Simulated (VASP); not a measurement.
Set up this calculation in VASP 6.6.1, as the native input.

- Task: relaxation of cell and atoms
- Functional: PBE
- Potentials or basis: VASP PAW PBE potentials, release 64 (Ta_pv, Al, Au)
- Cutoff: 600 eV
- k mesh: 10 × 10 × 6
- Occupations: gaussian, width 0.1 eV
- Spin: no spin polarisation
- Dipole correction: no
- Further INCAR settings: ALGO = Normal; EDIFF = 1e-06; IBRION = 2; EDIFFG = -0.01; NSW = 100; ISIF = 3

The structure of TaAl5Au lies in POSCAR:

```
TaAl5Au
1.0
    4.2353395159      0.0000000000      0.0000000000
    0.0000000000      4.2353395159      0.0000000000
    0.0000000000      0.0000000000      6.7631948276
Ta Al Au
1 5 1
Direct
    0.0000000000      0.0000000000      0.0000000000
    0.0000000000      0.5000000000      0.2719639217
    0.0000000000      0.5000000000      0.7280360783
    0.5000000000      0.0000000000      0.2719639217
    0.5000000000      0.0000000000      0.7280360783
    0.5000000000      0.5000000000      0.0000000000
    0.0000000000      0.0000000000      0.5000000000
```

The input as run:

INCAR

```
PREC = Accurate
ENCUT = 600
EDIFF = 1E-6
ISMEAR = 0
SIGMA = 0.1
LREAL = False
LASPH = True
NELM = 100
ALGO = Normal
ISIF = 3
LWAVE = False
LCHARG = False
GGA = PE
IBRION = 2
NSW = 100
EDIFFG = -0.01
```

KPOINTS

```
regular mesh
0
Gamma
  10 10 6
```

Potentials or basis: VASP PAW PBE potentials, release 64 (Ta_pv, Al, Au).

Launch:

```console
$ cat potpaw_PBE.64/Ta_pv/POTCAR potpaw_PBE.64/Al/POTCAR potpaw_PBE.64/Au/POTCAR > POTCAR
$ mpirun -np 1 vasp_std > vasp.out
```

It gave:

| Property | Result |
| --- | --- |
| Relaxed volume | 17.30 Å³/atom |
| Relaxed cell | a = 3.914 Å, b = 3.914 Å, c = 7.904 Å, α = 90.00°, β = 90.00°, γ = 90.00° |
| Space group after relaxing (to 0.05 Å) | P4/mmm (No. 123) |
| Energy gained by relaxing | 43.3 meV/atom |
| Ionic steps | 30 |
| Pressure after relaxing | 0.0 GPa |
| Largest force after relaxing | 0.004 eV/Å |

It took 24 min on 1 thread of Intel(R) Xeon(R) 6975P-C (Granite Rapids), on a shared host, peak memory 0.52 GiB.
